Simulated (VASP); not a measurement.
# Ga (C2/m) in VASP: further runs

The runs below take Ga through single point, relaxation of cell and atoms, with PBE.

All numbers are computed with VASP 6.6.1; they aren't measurements. Logs are shortened: lines on timing, memory, paths and dates and some standing lists are left out, and cuts for length are marked.

### 1 The cell of the first run

It takes space group C2/m (No. 12, monoclinic). The conventional cell has a = 3.971 Å, b = 3.970 Å, c = 5.254 Å, α = 90.00°, β = 109.58°, γ = 90.00°. Ga (site symmetry m) has 9 Ga at 2.72 to 3.03 Å within 3.6 Å.

### 2 Single point, PBE

INCAR

```
SYSTEM = Ga
ALGO     = Normal         ! electronic algorithm
EDIFF    = 1E-7           ! SCF threshold, eV
ENCUT    = 520            ! plane-wave cutoff, eV
GGA      = PE             ! functional
ISIF     = 2              ! what is computed and relaxed
ISMEAR   = 0              ! smearing method
LASPH    = .True.         ! aspherical terms in the spheres
LCHARG   = .False.        ! write CHGCAR
LREAL    = .False.        ! projectors in reciprocal space
LWAVE    = .False.        ! write WAVECAR
NBANDS   = 20             ! bands
NELM     = 100            ! most SCF steps
PREC     = Accurate       ! precision mode
SIGMA    = 0.1            ! smearing width, eV
```

KPOINTS

```
k-points
0
Gamma
  20 20 12
  0 0 0
```

POSCAR

```
Ga
1.0
    1.9855461154     -1.9848820169      0.0153182516
    1.9855461154      1.9848820169      0.0153182516
   -1.7987438653      0.0000000000      4.9362052481
Ga
2
Direct
    0.1560683329      0.1560683329      0.2738100110
    0.8439316671      0.8439316671      0.7261899890
```

Potentials or basis: VASP PAW PBE potentials, release 64 (Ga_d).

The run is started by

```bash
$ cat potpaw_PBE.64/Ga_d/POTCAR > POTCAR
$ mpirun -np 1 vasp_std > vasp.out
```

OUTCAR:

```text
SYSTEM = Ga
   EDIFF = 1E-7
   ENCUT = 520
   GGA = PE
   ISIF = 2
   ISMEAR = 0
   LASPH = .True.
   LREAL = .False.
   NELM = 100
   PREC = Accurate

 ion  position               nearest neighbor table
   1  0.156  0.156  0.274-   2 2.72
   2  0.844  0.844  0.726-   1 2.72

  LATTYP: Found a base centered monoclinic cell.
 ALAT       =     3.9712104075
 B/A-ratio  =     0.9996357852
 C/A-ratio  =     1.3229524796
 COS(beta)  =    -0.3351165166

  Lattice vectors:

 A1 = (   1.9855461154,  -1.9848820169,   0.0153182516)
 A2 = (   1.9855461154,   1.9848820169,   0.0153182516)
 A3 = (  -1.7987438653,   0.0000000000,   4.9362052481)

Analysis of symmetry for initial positions (statically):
=====================================================================
 Subroutine PRICEL returns:
 Original cell was already a primitive cell.

 Routine SETGRP: Setting up the symmetry group for a
 base centered monoclinic supercell.

 Subroutine GETGRP returns: Found  4 space group operations
 (whereof  4 operations were pure point group operations)
 out of a pool of  4 trial point group operations.

The static configuration has the point symmetry C_2h.

Analysis of symmetry for dynamics (positions and initial velocities):
=====================================================================
 Subroutine PRICEL returns:
 Original cell was already a primitive cell.

 Routine SETGRP: Setting up the symmetry group for a
 base centered monoclinic supercell.

 Subroutine GETGRP returns: Found  4 space group operations
 (whereof  4 operations were pure point group operations)
 out of a pool of  4 trial point group operations.

The dynamic configuration has the point symmetry C_2h.

 Subroutine INISYM returns: Found  4 space group operations
 (whereof  4 operations are pure point group operations),
 and found     1 'primitive' translations

----------------------------------------------------------------------------------------

                                     Primitive cell

  volume of cell :      39.0173

  direct lattice vectors                    reciprocal lattice vectors
     1.985546115 -1.984882017  0.015318252     0.251113934 -0.251904141  0.091505443
     1.985546115  1.984882017  0.015318252     0.251113934  0.251904141  0.091505443
    -1.798743865  0.000000000  4.936205248    -0.001558536  0.000000000  0.202016841

  length of vectors
     2.807558485  2.807558485  5.253722656     0.367269861  0.367269861  0.202022853

  position of ions in fractional coordinates (direct lattice)
     0.156068333  0.156068333  0.273810011
     0.843931667  0.843931667  0.726189989

  ion indices of the primitive-cell ions
   primitive index   ion index
                 1           1
                 2           2

----------------------------------------------------------------------------------------

 KPOINTS: k-points

Automatic generation of k-mesh.
 Grid dimensions read from file:
 generate k-points for:   20   20   12

 Generating k-lattice:

  Cartesian coordinates                     Fractional coordinates (reciprocal lattice)
     0.012555697 -0.012595207  0.004575272     0.050000000  0.000000000 -0.000000000
     0.012555697  0.012595207  0.004575272     0.000000000  0.050000000 -0.000000000
    -0.000129878  0.000000000  0.016834737     0.000000000  0.000000000  0.083333333

  Length of vectors
     0.018363493  0.018363493  0.016835238

  Shift w.r.t. Gamma in fractional coordinates (k-lattice)
     0.000000000  0.000000000  0.000000000

 Subroutine IBZKPT returns following result:
 ===========================================

 Found   1272 irreducible k-points:

 Following reciprocal coordinates:
            Coordinates               Weight
  0.000000  0.000000  0.000000      1.000000
  0.050000  0.000000  0.000000      4.000000
  0.100000 -0.000000  0.000000      4.000000
  0.150000 -0.000000  0.000000      4.000000
  0.200000 -0.000000  0.000000      4.000000
  0.250000  0.000000  0.000000      4.000000
[... 16 lines left out ...]
 -0.400000  0.050000  0.000000      4.000000
 -0.350000  0.050000 -0.000000      4.000000
 [... further k-points ...]
   k-points           NKPTS =   1272   k-points in BZ     NKDIM =   1272   number of bands    NBANDS=     20
   number of dos      NEDOS =    301   number of ions     NIONS =      2
   total plane-waves  NPLWV =  23040
   dimension x,y,z NGX =    24 NGY =   24 NGZ =   40
   dimension x,y,z NGXF=    48 NGYF=   48 NGZF=   80
   ions per type =               2
   NGX,Y,Z   is equivalent  to a cutoff of  14.21, 14.21, 12.66 a.u.
   NGXF,Y,Z  is equivalent  to a cutoff of  28.42, 28.42, 25.31 a.u.
 SYSTEM =  Ga
   PREC   = accura    normal or accurate (medium, high low for compatibility)
   ISTART =      0    job   : 0-new  1-cont  2-samecut
   ICHARG =      2    charge: 1-file 2-atom 10-const
   ISPIN  =      1    spin polarized calculation?
   LNONCOLLINEAR =      F non collinear calculations
   LSORBIT =      F    spin-orbit coupling
   LASPH  =      T    aspherical Exc in radial PAW
   ENCUT  =  520.0 eV  38.22 Ry    6.18 a.u.   5.22  5.22  9.77*2*pi/ulx,y,z
   NELM   =    100;   NELMIN=  2; NELMDL= -5     # of ELM steps
   EDIFF  = 0.1E-06   stopping-criterion for ELM
   LREAL  =      F    real-space projection
   EDIFFG = 0.1E-05   stopping-criterion for IOM
   NSW    =      0    number of steps for IOM
   IBRION =     -1    ionic relax: 0-MD 1-quasi-New 2-CG
   NFREE  =      0    steps in history (QN), initial steepest desc. (CG)
   ISIF   =      2    stress and relaxation
   ISYM   =      2    0-nonsym 1-usesym 2-fastsym
   POTIM  = 0.5000    time-step for ionic-motion
   TEBEG  =    0.0;   TEEND  =   0.0 temperature during run
   PSTRESS=    0.0 pullay stress
   NELECT =      26.0000    total number of electrons
   NUPDOWN=      -1.0000    fix difference up-down
   EMIN   =  10.00;   EMAX   =-10.00  energy-range for DOS
   EFERMI =   0.00;   METHOD = LEGACY
   ISMEAR =     0;   SIGMA  =   0.10  broadening in eV -4-tet -1-fermi 0-gaus
   EFERMI_NEDOS =   21; number of points for ismear=-14 and -15
   IALGO  =     38    algorithm
   IMIX   =      4    mixing-type and parameters
     AMIX     =   0.40;   BMIX     =  1.00
     AMIX_MAG =   1.60;   BMIX_MAG =  1.00
  volume/ion in A,a.u.               =      19.51       131.65
  Fermi-wavevector in a.u.,A,eV,Ry     =   1.429926  2.702168 27.819677  2.044689
  Thomas-Fermi vector in A             =   2.549827
   LORBIT       =      0    0 simple, 1 ext, 2 COOP (PROOUT), +10 PAW based schemes
   GGA     = PE    functional components
   LHFCALC =     F    Hartree Fock is set to
   AEXX    =    0.0000 exact exchange contribution
   IVDW    =     0    specifies the selected vdW correction
   LEPSILON=     F    determine dielectric tensor
   LRPA    =     F    only Hartree local field effects (RPA)
 non-spin polarized calculation
 Gauss-broadening in eV      SIGMA  =   0.10
  energy-cutoff  :      520.00
  volume of cell :       39.02
 maximum number of plane-waves:      1066
 NGX is ok and might be reduce to    24
   NGX = 11   NGY = 11   NGZ = 19

 number of electron      25.9999981 magnetization

 Free energy of the ion-electron system (eV)
  ---------------------------------------------------
  ext. energy  EPLUGINS =         0.00000000
  ---------------------------------------------------
  free energy    TOTEN  =        -5.76389078 eV

  energy without entropy =       -5.76043970  energy(sigma->0) =       -5.76216524

 E-fermi :   5.1482     XC(G=0): -10.7878

 val. band max:        5.1451485155   @ k =  -0.2000  -0.3000   0.0833
 cond. band min:       5.1490710797   @ k =   0.5000   0.1000   0.1667
 fundamental gap:      0.0039225643
 Fermi energy:         5.1482151578

 k-point     1 :       0.0000    0.0000    0.0000
  band No.  band energies     occupation
      1      -9.9502      2.00000
      2      -9.8992      2.00000
      3      -9.8401      2.00000
      4      -9.7864      2.00000
      5      -9.6234      2.00000
      6      -9.6223      2.00000
[... 12 lines left out ...]
     19      16.4013      0.00000
     20      17.6077      0.00000

 k-point     2 :       0.0500    0.0000    0.0000
  band No.  band energies     occupation
      1      -9.9449      2.00000
      2      -9.8942      2.00000
      3      -9.8398      2.00000
      4      -9.7803      2.00000
      5      -9.6264      2.00000
      6      -9.6232      2.00000
[... 12 lines left out ...]
     19      17.0926      0.00000
     20      17.9671      0.00000

 k-point     3 :       0.1000   -0.0000    0.0000
  band No.  band energies     occupation
      1      -9.9307      2.00000
      2      -9.8818      2.00000
      3      -9.8359      2.00000
      4      -9.7631      2.00000
      5      -9.6366      2.00000
      6      -9.6249      2.00000
[... 12 lines left out ...]
     19      17.6984      0.00000
     20      18.3906      0.00000

 k-point     4 :       0.1500   -0.0000    0.0000
  band No.  band energies     occupation
      1      -9.9118      2.00000
      2      -9.8691      2.00000
      3      -9.8219      2.00000
      4      -9.7372      2.00000
      5      -9.6525      2.00000
      6      -9.6276      2.00000
[... 12 lines left out ...]
     19      17.7236      0.00000
     20      18.7640      0.00000

 k-point     5 :       0.2000   -0.0000    0.0000
  band No.  band energies     occupation
      1      -9.8948      2.00000
      2      -9.8583      2.00000
      3      -9.7971      2.00000
      4      -9.7130      2.00000
      5      -9.6648      2.00000
      6      -9.6322      2.00000
[... 12 lines left out ...]
     19      17.7025      0.00000
     20      19.0553      0.00000
[... 353 lines left out ...]
      6      -9.6667      2.00000
[... 12 lines left out ...]
     19      18.1018      0.00000
     20      20.1246      0.00000

 k-point    22 :      -0.4500    0.0500   -0.0000
  band No.  band energies     occupation
      1      -9.8665      2.00000
      2      -9.8330      2.00000
      3      -9.7817      2.00000
      4      -9.7397      2.00000
      5      -9.6746      2.00000
      6      -9.6638      2.00000
[... 12 lines left out ...]
     19      18.1070      0.00000
     20      20.0001      0.00000

 k-point    23 :      -0.4000    0.0500    0.0000
  band No.  band energies     occupation
      1      -9.8668      2.00000
      2      -9.8244      2.00000
      3      -9.7838      2.00000
      4      -9.7340      2.00000
      5      -9.6696      2.00000
      6      -9.6567      2.00000
[... 12 lines left out ...]
     19      18.1564      0.00000
     20      19.8454      0.00000

 k-point    24 :      -0.3500    0.0500   -0.0000
  band No.  band energies     occupation
      1      -9.8677      2.00000
      2      -9.8211      2.00000
      3      -9.7777      2.00000
      4      -9.7277      2.00000
      5      -9.6638      2.00000
      6      -9.6462      2.00000
[... 12 lines left out ...]
     19      18.2571      0.00000
     20      19.4593      0.00000

 [... further k-points ...]

------------------------ aborting loop because EDIFF is reached ----------------------------------------

  FORCE on cell =-STRESS in cart. coord.  units (eV):
  Direction    XX          YY          ZZ          XY          YZ          ZX
  --------------------------------------------------------------------------------------
  -------------------------------------------------------------------------------------
  Total        0.0262291      0.0253786      0.0322754      0.0000000      0.0000000      0.0037156
  in kB        1.0770516      1.0421286      1.3253345      0.0000000      0.0000000      0.1525746
  external PRESSURE =       1.1481716 kB  Pullay stress =       0.0000000 kB

 VOLUME and BASIS-vectors are now :
 -----------------------------------------------------------------------------
  energy-cutoff  :      520.00
  volume of cell :       39.02
      direct lattice vectors                 reciprocal lattice vectors
     1.985546115 -1.984882017  0.015318252     0.251113934 -0.251904141  0.091505443
     1.985546115  1.984882017  0.015318252     0.251113934  0.251904141  0.091505443
    -1.798743865  0.000000000  4.936205248    -0.001558536  0.000000000  0.202016841

 POSITION                                       TOTAL-FORCE (eV/Angst)
 -----------------------------------------------------------------------------------
      0.12725      0.00000      1.35636         0.000065      0.000000     -0.000988
      2.04510      0.00000      3.61048        -0.000065      0.000000      0.000988
 -----------------------------------------------------------------------------------
    total drift:                               -0.000000     -0.000000      0.000000

  FREE ENERGIE OF THE ION-ELECTRON SYSTEM (eV)
  ---------------------------------------------------
  free  energy   TOTEN  =        -5.7638907839 eV

  energy  without entropy=       -5.7604397010  energy(sigma->0) =       -5.76216524
```

Wall time 18 min (1 thread of AMD EPYC 7R43 (Zen 3), shared host); peak memory 0.76 GiB.

What came out:

* Free energy: -5.7639 eV
* Pressure: 0.1 GPa
* Band gap on the k mesh: zero (bands 13 and 14 overlap by 5.61 eV)

### 3 Single point, PBE

This run uses another cell than the first one, of 22.28 Å³/atom.

INCAR

```
PREC = Accurate ; ENCUT = 520
EDIFF = 1E-7 ; ISMEAR = 0
SIGMA = 0.1 ; LREAL = F
LASPH = T ; NELM = 80
ALGO = Normal ; ISIF = 2
LWAVE = F ; LCHARG = F
GGA = PE ; NBANDS = 20
```

KPOINTS

```
regular mesh
0
Gamma
  6 6 4
```

POSCAR

```
Ga
1.0
    2.9358238797     -1.8632130452      0.0000000000
    2.9358238797      1.8632130452      0.0000000000
   -2.1354301556      0.0000000000      4.0730847836
Ga
2
Direct
    0.0640000000      0.0640000000      0.1530000000
    0.9360000000      0.9360000000      0.8470000000
```

Potentials or basis: VASP PAW PBE potentials, release 64 (Ga_d).

The run is started by

```bash
$ cat potpaw_PBE.64/Ga_d/POTCAR > POTCAR
$ mpirun -np 1 vasp_std > vasp.out
```

It took 18 s on 1 thread of Intel Xeon 6975P-C (Granite Rapids), shared host; peak memory 0.18 GiB.

It converged, with:

```
Free energy            : 24.2039 eV
Pressure               : 151.5 GPa
Largest force          : 105.337 eV/Å
Band gap on the k mesh : zero (bands 13 and 14 overlap by 3.34 eV)
```

Forces on the atoms (eV/Å):
```
Ga     8.297    0.000  105.009
Ga    -8.297    0.000 -105.009
```

Stress tensor (GPa, compression positive):
```
 -3.71   0.00  37.17
  0.00  -7.03   0.00
 37.17   0.00 465.38
```

Levels at points of the mesh, in eV from the Fermi level:
```csv
k point,band 10,band 11,band 12,band 13,band 14,band 15,band 16,band 17
"(0.00, 0.00, 0.00)",-17.29,-9.49,-0.30,0.68,2.60,3.08,8.60,9.85
"(0.50, 0.00, 0.00)",-17.27,-6.84,-4.08,0.05,1.82,2.07,6.73,7.75
"(0.50, 0.50, 0.00)",-17.27,-5.79,-3.52,-1.39,-0.19,1.64,4.94,8.96
"(0.00, 0.00, 0.50)",-17.29,-8.61,-5.09,2.07,2.82,8.02,8.93,10.31
"(0.50, 0.00, 0.50)",-17.28,-6.52,-3.82,-1.36,1.13,1.27,6.25,8.87
"(0.50, 0.50, 0.50)",-17.27,-6.27,-3.98,0.61,1.00,2.47,6.06,6.33
```

Caveat: the k points lie up to 0.39 Å⁻¹ apart, too coarse for converged energies and pressures of a metal; atoms lie so close that the PAW spheres overlap strongly, which falsifies energies and pressures; forces of over 1 eV/Å act on the atoms, so gaps and moduli don't describe the material at rest.

### 4 Relaxation of cell and atoms, PBE

This run uses another cell than the first one, of 22.28 Å³/atom.

INCAR

```
PREC = Accurate ; ENCUT = 600
EDIFF = 1E-6 ; ISMEAR = 0
SIGMA = 0.1 ; LREAL = False
LASPH = True ; NELM = 100
ALGO = Normal ; ISIF = 3
LWAVE = False ; LCHARG = False
GGA = PE ; IBRION = 2
NSW = 90 ; EDIFFG = -0.04
```

KPOINTS is that of step 3.

POSCAR is that of step 3.

The run is started by

```bash
$ cat potpaw_PBE.64/Ga_d/POTCAR > POTCAR
$ mpirun -np 1 vasp_std > vasp.out
```

Run time: 6.6 min. Hardware: 1 thread of Intel Xeon 6975P-C (Granite Rapids), shared host; peak memory 0.21 GiB.

Results (log left out):

| Quantity | Value |
| --- | --- |
| Free energy | -5.8634 eV |
| Relaxed volume | 18.77 Å³/atom |
| Relaxed cell | a = 2.955 Å, b = 2.955 Å, c = 6.179 Å, α = 121.01°, β = 121.01°, γ = 59.93° |
| Space group after relaxing (to 0.1 Å) | C2/m (No. 12) |
| Pressure after relaxing | 0.0 GPa |
| Largest force after relaxing | 0.023 eV/Å |
| Band gap on the k mesh | zero (bands 13 and 14 overlap by 6.07 eV) |

Forces on the atoms (eV/Å):
```
Ga  -0.014  0.000  0.018
Ga   0.014  0.000 -0.018
```

Stress tensor (GPa, compression positive):
```
 0.12  0.00  0.18
 0.00 -0.14  0.00
 0.18  0.00  0.02
```

Final structure:
```xyz
2
Lattice="2.5369 -1.4757 -0.3415 2.5369 1.4757 -0.3415 -2.9787 0.0000 5.4137" Properties=species:S:1:pos:R:3 pbc="T T T"
Ga    1.8588    0.0000    0.9977
Ga    0.2363    0.0000    3.7331
```

Levels at points of the mesh, in eV from the Fermi level:
```
           k point  band 10  band 11  band 12  band 13  band 14  band 15  band 16  band 17
(0.00, 0.00, 0.00)   -14.57   -10.98    -5.22    -4.01    10.23    10.73    11.71    12.24
(0.50, 0.00, 0.00)   -14.55    -4.58    -3.79    -2.60    -2.46     5.10     5.48     8.56
(0.50, 0.50, 0.00)   -14.55    -5.02    -3.97    -2.13    -1.73     3.97     5.39     7.41
(0.00, 0.00, 0.50)   -14.64    -9.45    -9.39     3.17     3.22    10.82    10.97    11.48
(0.50, 0.00, 0.50)   -14.56    -5.01    -4.87    -0.49    -0.46     3.05     3.37     6.80
(0.50, 0.50, 0.50)   -14.56    -4.93    -4.72    -1.23    -1.08     3.95     4.50     6.98
```

Caveat: the k points lie up to 0.44 Å⁻¹ apart in the final cell, too coarse for converged energies and pressures of a metal; the volume moved by over 15 % at a fixed basis, so the end points are rough.

### 5 Summary

```tsv
task	cell	k mesh	cutoff (eV)	gap on the mesh (eV)	pressure (GPa)	largest force (eV/Å)
single point	a = 2.808, b = 2.808, c = 5.254 Å, angles 103.7, 103.7, 90.0°, 2 atoms, atomic positions A	20 × 20 × 12	520	none	0.1	-
single point	a = 3.477, b = 3.477, c = 4.599 Å, angles 113.1, 113.1, 64.8°, 2 atoms, atomic positions B	6 × 6 × 4	520	none	151.5	105.34
relaxation of cell and atoms	relaxed from a = 3.477, b = 3.477, c = 4.599 Å, angles 113.1, 113.1, 64.8°, 2 atoms, atomic positions B	6 × 6 × 4	600	none	0.0	0.02
```

Alike in all rows: level PBE; potentials or basis VASP PAW PBE potentials, release 64 (Ga_d); no spin polarisation; smearing gaussian 0.1 eV.

Caveats: some runs use coarse meshes; atoms lie so close that the PAW spheres overlap strongly, which falsifies energies and pressures (at least some runs); forces of over 1 eV/Å act on the atoms, so gaps and moduli don't describe the material at rest (at least some runs); the volume moved by over 15 % at a fixed basis, so the end points are rough (at least some runs).

Total energies depend on the potentials used, so only differences within one code and one set of settings carry meaning.
